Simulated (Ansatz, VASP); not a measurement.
# ZnBi3: VASP beside Ansatz

```
Zn Bi
1.0
     4.76137    0.00000    0.00000
     0.00000    4.76137    0.00000
     0.00000    0.00000    4.76137
Zn Bi
1 3
Direct
  0.00000 0.00000 0.00000
  0.00000 0.50000 0.50000
  0.50000 0.00000 0.50000
  0.50000 0.50000 0.00000
```

Alike in both runs: task single point; functional PBE; k mesh 10 × 10 × 10; occupations gaussian, width 0.1 eV; no spin polarisation.

```csv
,VASP,Ansatz
version,VASP 6.6.1,Ansatz 0.2.0
potentials or method,"VASP PAW PBE potentials, release 64 (Zn, Bi_d), cutoff 520 eV","scalar-relativistic, plane waves, PAW"
valence electrons in the cell,57,57
```

```tsv
	VASP	Ansatz	Ansatz less VASP
gap on the k mesh at the Fermi level (eV)	none	none	-
pressure (GPa)	4.1	4.1	+0.06
```

A gap of «none» marks a metal or a gap that the smearing closes. The functional is the same, so the differences come from potentials, cutoffs and numerics.

Spin-orbit coupling is off throughout.
